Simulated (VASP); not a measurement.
# HfB3: single point with PBE

HfB3:

```
Hf B
1.0
     4.34751    0.00000    0.00000
     0.00000    4.34751    0.00000
     0.00000    0.00000    4.34751
Hf B
2 6
Direct
  0.00000 0.00000 0.00000
  0.50000 0.50000 0.50000
  0.25000 0.00000 0.50000
  0.75000 0.00000 0.50000
  0.00000 0.50000 0.25000
  0.00000 0.50000 0.75000
  0.50000 0.75000 0.00000
  0.50000 0.25000 0.00000
```

- Program: VASP 6.6.1
- Task: single point
- Functional: PBE
- Potentials or basis: VASP PAW PBE potentials, release 64 (Hf_pv, B)
- Cutoff: 520 eV
- k mesh: 4 × 4 × 4
- Occupations: gaussian, width 0.1 eV
- Spin: no spin polarisation
- Dipole correction: no
- Further INCAR settings: ALGO = Normal; EDIFF = 1e-06; NBANDS = 29

* Pressure: 0.6 GPa
* Band gap on the k mesh: zero (band 19 reaches 7.62 eV, above the bottom of band 20 at 4.90 eV)

Levels at points of the mesh, in eV from the Fermi level:
| k point | band 16 | band 17 | band 18 | band 19 | band 20 | band 21 |
| --- | --- | --- | --- | --- | --- | --- |
| (0.00, 0.00, 0.00) | -2.26 | -2.26 | -2.26 | 0.48 | 0.48 | 0.48 |
| (0.50, 0.00, 0.00) | -2.68 | -0.75 | -0.75 | -0.75 | -0.75 | 2.69 |
| (0.50, 0.50, 0.00) | -2.34 | -0.28 | -0.28 | -0.14 | -0.14 | 2.58 |
| (0.50, 0.50, 0.50) | 0.19 | 0.19 | 0.19 | 1.97 | 1.97 | 1.97 |

It took 18 s on 1 thread of Intel(R) Xeon(R) Platinum 8259CL CPU @ 2.50GHz (Skylake/Cascade Lake), with other jobs on the host, peak memory 0.18 GiB.

Caveat: the k points lie up to 0.36 Å⁻¹ apart; spin-orbit coupling is left out, which moves the levels of the heavy elements.
